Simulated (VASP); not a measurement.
# NaCaCeBiO6 (P-4n2) in VASP: electric field gradients with PBE

Aim: the electric field gradients of NaCaCeBiO6 with PBE.

Program: VASP 6.6.1. These are calculated values, not measurements. Logs are shortened: lines on timing, memory, paths and dates and some standing lists are left out, and cuts for length are marked.

### Step 1. The cell of the first run

The structure is tetragonal, space group P-4n2 (No. 118). Conventional cell: a = 5.896 Å, b = 5.896 Å, c = 8.642 Å, α = 90.00°, β = 90.00°, γ = 90.00°. Na (site symmetry 222) has 12 O at 2.72 to 3.40 Å and 4 Ce at 3.66 Å and 4 Bi at 3.66 Å within 3.7 Å. Within 3.3 Å of Ca (site symmetry 222) lie 8 O at 2.48 to 2.95 Å. Ce (site symmetry -4) has 6 O at 2.20 to 2.24 Å within 2.9 Å. Within 2.8 Å of Bi (site symmetry -4) lie 6 O at 2.12 to 2.14 Å. O (site symmetry 2) has 1 Bi at 2.12 Å and 1 Ce at 2.20 Å and 8 O at 2.91 to 3.24 Å and 2 Na at 2.95 Å and 2 Ca at 2.95 Å within 3.3 Å. O (site symmetry 1) has 1 Bi at 2.14 Å and 1 Ce at 2.24 Å and 1 Ca at 2.48 Å and 2 Na at 2.72 to 3.40 Å and 9 O at 2.88 to 3.24 Å within 3.4 Å.

### Step 2. Electric field gradients, PBE

The input, INCAR:

```
PREC     = Accurate       # precision mode
ENCUT    = 520            # plane-wave cutoff, eV
EDIFF    = 1E-8           # SCF threshold, eV
ISMEAR   = -1             # smearing method
SIGMA    = 0.02           # smearing width, eV
LREAL    = Auto         
LASPH    = True           # aspherical terms in the spheres
NELM     = 80             # most SCF steps
ALGO     = Normal         # electronic algorithm
ISIF     = 2              # what is computed and relaxed
LWAVE    = False          # write WAVECAR
LCHARG   = False          # write CHGCAR
GGA      = PE             # functional
LEFG     = True         
NBANDS   = 96             # bands
```

The input, KPOINTS:

```
Automatic mesh
0
Gamma
  4 4 3
```

The input, POSCAR:

```
NaCaCeBiO6
1.0
    5.8961305700      0.0000000000      0.0000000000
    0.0000000000      5.8961305700      0.0000000000
    0.0000000000      0.0000000000      8.6421630800
Na Ca Ce Bi O
2 2 2 2 12
Direct
    0.5000000000      0.0000000000      0.2500000000
    0.0000000000      0.5000000000      0.7500000000
    0.0000000000      0.5000000000      0.2500000000
    0.5000000000      0.0000000000      0.7500000000
    0.0000000000      0.0000000000      0.5000000000
    0.5000000000      0.5000000000      0.0000000000
    0.0000000000      0.0000000000      0.0000000000
    0.5000000000      0.5000000000      0.5000000000
    0.0000000000      0.0000000000      0.2453304300
    0.5000000000      0.5000000000      0.2546695700
    0.0000000000      0.0000000000      0.7546695700
    0.5000000000      0.5000000000      0.7453304300
    0.3213098900      0.1664004300      0.9834884000
    0.6786901100      0.8335995700      0.9834884000
    0.8335995700      0.3213098900      0.0165116000
    0.1664004300      0.6786901100      0.0165116000
    0.8213098900      0.3335995700      0.4834884000
    0.1786901100      0.6664004300      0.4834884000
    0.3335995700      0.1786901100      0.5165116000
    0.6664004300      0.8213098900      0.5165116000
```

Potentials or basis: VASP PAW PBE potentials, release 64 (Na_pv, Ca_sv, Ce, Bi_d, O).

The run is started by

```bash
cat potpaw_PBE.64/Na_pv/POTCAR potpaw_PBE.64/Ca_sv/POTCAR potpaw_PBE.64/Ce/POTCAR potpaw_PBE.64/Bi_d/POTCAR potpaw_PBE.64/O/POTCAR > POTCAR
mpirun -np 1 vasp_std > vasp.out
```

OUTCAR:

```text
PREC = Accurate
   ENCUT = 520
   EDIFF = 1E-8
   ISMEAR = -1
   LREAL = Auto
   LASPH = True
   NELM = 80
   ISIF = 2
   GGA = PE

 ion  position               nearest neighbor table
   1  0.500  0.000  0.250-
   2  0.000  0.500  0.750-
   3  0.000  0.500  0.250-  15 2.48  16 2.48  17 2.48  18 2.48
   4  0.500  0.000  0.750-  13 2.48  14 2.48  19 2.48  20 2.48
   5  0.000  0.000  0.500-   9 2.20  11 2.20  17 2.24  18 2.24  19 2.24  20 2.24
   6  0.500  0.500  0.000-  10 2.20  12 2.20  13 2.24  14 2.24  15 2.24  16 2.24
   7  0.000  0.000  0.000-   9 2.12  11 2.12  13 2.14  14 2.14  15 2.14  16 2.14
   8  0.500  0.500  0.500-  10 2.12  12 2.12  17 2.14  18 2.14  19 2.14  20 2.14
   9  0.000  0.000  0.245-   7 2.12   5 2.20
  10  0.500  0.500  0.255-   8 2.12   6 2.20
  11  0.000  0.000  0.755-   7 2.12   5 2.20
  12  0.500  0.500  0.745-   8 2.12   6 2.20
  13  0.321  0.166  0.983-   7 2.14   6 2.24   4 2.48
  14  0.679  0.834  0.983-   7 2.14   6 2.24   4 2.48
  15  0.834  0.321  0.017-   7 2.14   6 2.24   3 2.48
  16  0.166  0.679  0.017-   7 2.14   6 2.24   3 2.48
  17  0.821  0.334  0.483-   8 2.14   5 2.24   3 2.48
  18  0.179  0.666  0.483-   8 2.14   5 2.24   3 2.48
  19  0.334  0.179  0.517-   8 2.14   5 2.24   4 2.48
  20  0.666  0.821  0.517-   8 2.14   5 2.24   4 2.48

  LATTYP: Found a simple tetragonal cell.
 ALAT       =     5.8961305700
 C/A-ratio  =     1.4657346844

  Lattice vectors:

 A1 = (   5.8961305700,   0.0000000000,   0.0000000000)
 A2 = (   0.0000000000,   5.8961305700,   0.0000000000)
 A3 = (   0.0000000000,   0.0000000000,   8.6421630800)

Analysis of symmetry for initial positions (statically):
=====================================================================
 Subroutine PRICEL returns:
 Original cell was already a primitive cell.

 Routine SETGRP: Setting up the symmetry group for a
 simple tetragonal supercell.

 Subroutine GETGRP returns: Found  8 space group operations
 (whereof  4 operations were pure point group operations)
 out of a pool of 16 trial point group operations.

The static configuration has the point symmetry S_4 .
 The point group associated with its full space group is D_2d.

Analysis of symmetry for dynamics (positions and initial velocities):
=====================================================================
 Subroutine PRICEL returns:
 Original cell was already a primitive cell.

 Routine SETGRP: Setting up the symmetry group for a
 simple tetragonal supercell.

 Subroutine GETGRP returns: Found  8 space group operations
 (whereof  4 operations were pure point group operations)
 out of a pool of 16 trial point group operations.

The dynamic configuration has the point symmetry S_4 .
 The point group associated with its full space group is D_2d.

 Subroutine INISYM returns: Found  8 space group operations
 (whereof  4 operations are pure point group operations),
 and found     1 'primitive' translations

----------------------------------------------------------------------------------------

                                     Primitive cell

  volume of cell :     300.4392

  direct lattice vectors                    reciprocal lattice vectors
     5.896130570  0.000000000  0.000000000     0.169602757  0.000000000  0.000000000
     0.000000000  5.896130570  0.000000000     0.000000000  0.169602757  0.000000000
     0.000000000  0.000000000  8.642163080     0.000000000  0.000000000  0.115711772

  length of vectors
     5.896130570  5.896130570  8.642163080     0.169602757  0.169602757  0.115711772

  position of ions in fractional coordinates (direct lattice)
     0.500000000  0.000000000  0.250000000
     0.000000000  0.500000000  0.750000000
     0.000000000  0.500000000  0.250000000
     0.500000000  0.000000000  0.750000000
     0.000000000  0.000000000  0.500000000
     0.500000000  0.500000000  0.000000000
[... 12 lines left out ...]
     0.333599570  0.178690110  0.516511600
     0.666400430  0.821309890  0.516511600

  ion indices of the primitive-cell ions
[... 86 lines left out ...]
   ISIF   =      2    stress and relaxation
   ISYM   =      2    0-nonsym 1-usesym 2-fastsym
   POTIM  = 0.5000    time-step for ionic-motion
   TEBEG  =    0.0;   TEEND  =   0.0 temperature during run
   PSTRESS=    0.0 pullay stress
   NELECT =     160.0000    total number of electrons
   NUPDOWN=      -1.0000    fix difference up-down
   EMIN   =  10.00;   EMAX   =-10.00  energy-range for DOS
   EFERMI =   0.00;   METHOD = LEGACY
   ISMEAR =    -1;   SIGMA  =   0.02  broadening in eV -4-tet -1-fermi 0-gaus
   EFERMI_NEDOS =   21; number of points for ismear=-14 and -15
   IALGO  =     38    algorithm
   IMIX   =      4    mixing-type and parameters
     AMIX     =   0.40;   BMIX     =  1.00
     AMIX_MAG =   1.60;   BMIX_MAG =  1.00
  volume/ion in A,a.u.               =      15.02       101.37
  Fermi-wavevector in a.u.,A,eV,Ry     =   1.326975  2.507618 23.957977  1.760862
  Thomas-Fermi vector in A             =   2.456321
   LORBIT       =      0    0 simple, 1 ext, 2 COOP (PROOUT), +10 PAW based schemes
   GGA     = PE    functional components
   LHFCALC =     F    Hartree Fock is set to
   AEXX    =    0.0000 exact exchange contribution
   IVDW    =     0    specifies the selected vdW correction
   LEPSILON=     F    determine dielectric tensor
   LRPA    =     F    only Hartree local field effects (RPA)
 non-spin polarized calculation
  energy-cutoff  :      520.00
  volume of cell :      300.44
 maximum number of plane-waves:      8124
 NGX is ok and might be reduce to    48
   NGX = 21   NGY = 21   NGZ = 33

 number of electron     159.9999934 magnetization

 Free energy of the ion-electron system (eV)
  ---------------------------------------------------
  ext. energy  EPLUGINS =         0.00000000
  ---------------------------------------------------
  free energy    TOTEN  =      -128.17985603 eV

  energy without entropy =     -128.17985603  energy(sigma->0) =     -128.17985603

 E-fermi :   3.4373     XC(G=0):  -9.9995

 val. band max:        2.9632263322   @ k =   0.5000   0.0000   0.3333
 cond. band min:       4.5192505803   @ k =   0.5000   0.5000   0.0000
 fundamental gap:      1.5560242481
 Fermi energy:         3.4373167068

 k-point     1 :       0.0000    0.0000    0.0000
  band No.  band energies     occupation
      1     -36.0512      2.00000
      2     -36.0511      2.00000
      3     -29.2806      2.00000
      4     -29.2806      2.00000
      5     -18.9794      2.00000
      6     -18.9794      2.00000
[... 1129 lines left out ...]
     91       5.6146      0.00000
     92       5.6146      0.00000
 [bands above 92 left out]

------------------------ aborting loop because EDIFF is reached ----------------------------------------

  FORCE on cell =-STRESS in cart. coord.  units (eV):
  Direction    XX          YY          ZZ          XY          YZ          ZX
  --------------------------------------------------------------------------------------
  -------------------------------------------------------------------------------------
  Total       -0.5671747     -0.5671747     -1.5198248      0.0000000      0.0000000      0.0000000
  in kB       -3.0246200     -3.0246200     -8.1048965      0.0000000      0.0000000      0.0000000
  external PRESSURE =      -4.7180455 kB  Pullay stress =       0.0000000 kB

 VOLUME and BASIS-vectors are now :
 -----------------------------------------------------------------------------
  energy-cutoff  :      520.00
  volume of cell :      300.44
      direct lattice vectors                 reciprocal lattice vectors
     5.896130570  0.000000000  0.000000000     0.169602757  0.000000000  0.000000000
     0.000000000  5.896130570  0.000000000     0.000000000  0.169602757  0.000000000
     0.000000000  0.000000000  8.642163080     0.000000000  0.000000000  0.115711772

 POSITION                                       TOTAL-FORCE (eV/Angst)
 -----------------------------------------------------------------------------------
      2.94807      0.00000      2.16054        -0.000000      0.000000      0.000000
      0.00000      2.94807      6.48162        -0.000000      0.000000      0.000000
      0.00000      2.94807      2.16054        -0.000000      0.000000      0.000000
      2.94807      0.00000      6.48162        -0.000000      0.000000      0.000000
      0.00000      0.00000      4.32108        -0.000000      0.000000      0.000000
      2.94807      2.94807      0.00000        -0.000000      0.000000      0.000000
[... 12 lines left out ...]
      1.96695      1.05358      4.46378         0.043921      0.139182     -0.021370
      3.92918      4.84255      4.46378        -0.043921     -0.139182     -0.021370
 -----------------------------------------------------------------------------------
    total drift:                                0.000000     -0.000000     -0.000000

  FREE ENERGIE OF THE ION-ELECTRON SYSTEM (eV)
  ---------------------------------------------------
  free  energy   TOTEN  =      -128.1798560250 eV

  energy  without entropy=     -128.1798560250  energy(sigma->0) =     -128.17985603

 Electric field gradients (V/A^2)
---------------------------------------------------------------------
 ion       V_xx      V_yy      V_zz      V_xy      V_xz      V_yz
---------------------------------------------------------------------
   1       4.299     4.299    -8.598     4.031     0.000     0.000
   2       4.299     4.299    -8.598    -4.031     0.000    -0.000
   3      24.204    24.204   -48.409   -36.585     0.000    -0.000
   4      24.204    24.204   -48.409    36.585    -0.000    -0.000
   5      -4.860    -4.860     9.720     0.000     0.000    -0.000
   6      -4.860    -4.860     9.720    -0.000    -0.000     0.000
[... 12 lines left out ...]
  19     -19.188    56.023   -36.835    62.208     0.622   -16.495
  20     -19.188    56.023   -36.835    62.208    -0.622    16.495
---------------------------------------------------------------------

 Electric field gradients after diagonalization (V/A^2)
 (convention: |V_zz| > |V_xx| > |V_yy|)
----------------------------------------------------------------------
 ion       V_xx      V_yy      V_zz     asymmetry (V_yy - V_xx)/ V_zz
----------------------------------------------------------------------
   1       8.330     0.268    -8.598       0.938
   2       8.330     0.268    -8.598       0.938
   3     -48.409   -12.380    60.789       0.593
   4     -48.409   -12.380    60.789       0.593
   5      -4.860    -4.860     9.720       0.000
   6      -4.860    -4.860     9.720       0.000
[... 12 lines left out ...]
  19     -58.034   -34.608    92.642       0.253
  20     -58.034   -34.608    92.642       0.253
----------------------------------------------------------------------

           NMR quadrupolar parameters

 Cq : quadrupolar parameter    Cq=e*Q*V_zz/h
 eta: asymmetry parameters     (V_yy - V_xx)/ V_zz
 Q  : nuclear electric quadrupole moment in mb (millibarn)
----------------------------------------------------------------------
 ion       Cq(MHz)       eta       Q (mb)
----------------------------------------------------------------------
   1      -0.021       0.938       1.000
   2      -0.021       0.938       1.000
   3       0.147       0.593       1.000
   4       0.147       0.593       1.000
   5       0.024       0.000       1.000
   6       0.024       0.000       1.000
[... 12 lines left out ...]
  19       0.224       0.253       1.000
  20       0.224       0.253       1.000
----------------------------------------------------------------------
```

Wall time 51 min (1 thread of Intel Xeon 8259CL, shared host); peak memory 0.55 GiB.

What came out:

```
Free energy                             : -128.1799 eV
Pressure                                : -0.5 GPa
Largest force                           : 0.148 eV/Å
Band gap on the k mesh                  : 1.56 eV (least direct gap 1.77 eV)
Largest electric field gradient by atom : Na -8.6; Ca +60.8; Ce +9.7; Bi -14.2; O +82.3, +92.6 (each value once) V/Å²
```

Forces in eV/Å, atoms in the order of the input:
```
Na   0.000  0.000  0.000
Na   0.000  0.000  0.000
Ca   0.000  0.000  0.000
Ca   0.000  0.000  0.000
Ce   0.000  0.000  0.000
Ce   0.000  0.000  0.000
Bi   0.000  0.000  0.000
Bi   0.000  0.000  0.000
O    0.000  0.000 -0.075
O    0.000  0.000  0.075
O    0.000  0.000  0.075
O    0.000  0.000 -0.075
O   -0.139 -0.044  0.021
O    0.139  0.044  0.021
O    0.044 -0.139 -0.021
O   -0.044  0.139 -0.021
O   -0.139  0.044  0.021
O    0.139 -0.044  0.021
O    0.044  0.139 -0.021
O   -0.044 -0.139 -0.021
```

Stress tensor (GPa, compression positive):
```
-0.30  0.00  0.00
 0.00 -0.30  0.00
 0.00  0.00 -0.81
```

Levels at points of the mesh, in eV from the valence-band top:
| k point | band 77 | band 78 | band 79 | band 80 | band 81 | band 82 | band 83 | band 84 |
| --- | --- | --- | --- | --- | --- | --- | --- | --- |
| (0.00, 0.00, 0.00) | -0.38 | -0.38 | -0.01 | -0.01 | 1.85 | 2.04 | 2.15 | 2.19 |
| (0.50, 0.00, 0.00) | -0.31 | -0.31 | -0.01 | -0.01 | 1.84 | 1.84 | 2.12 | 2.12 |
| (0.50, 0.50, 0.00) | -0.36 | -0.36 | -0.22 | -0.22 | 1.56 | 1.56 | 2.13 | 2.13 |

Electric field gradients, principal values (V/Å²):
| atom | least | middle | greatest (by size) |
| --- | --- | --- | --- |
| 1 Na | 0.268 | 8.330 | -8.598 |
| 2 Na | 0.268 | 8.330 | -8.598 |
| 3 Ca | -12.380 | -48.409 | 60.789 |
| 4 Ca | -12.380 | -48.409 | 60.789 |
| 5 Ce | -4.860 | -4.860 | 9.720 |
| 6 Ce | -4.860 | -4.860 | 9.720 |
| 7 Bi | 7.107 | 7.107 | -14.215 |
| 8 Bi | 7.107 | 7.107 | -14.215 |
| 9 O | -26.864 | -55.408 | 82.271 |
| 10 O | -26.864 | -55.408 | 82.271 |
| 11 O | -26.864 | -55.408 | 82.271 |
| 12 O | -26.864 | -55.408 | 82.271 |
| 13 O | -34.608 | -58.034 | 92.642 |
| 14 O | -34.608 | -58.034 | 92.642 |
| 15 O | -34.608 | -58.034 | 92.642 |
| 16 O | -34.608 | -58.034 | 92.642 |
| 17 O | -34.608 | -58.034 | 92.642 |
| 18 O | -34.608 | -58.034 | 92.642 |
| 19 O | -34.608 | -58.034 | 92.642 |
| 20 O | -34.608 | -58.034 | 92.642 |

Caveat: without QUAD_EFG the Cq values of the log hold for a quadrupole moment of 1 mb, not for the nuclei; spin-orbit coupling is left out, which moves the levels of the heavy elements; semilocal functionals describe open f shells poorly, which spoils levels, moments and volumes. Spin polarisation is off, so any magnetic state and its effect on volume and gap are missing.
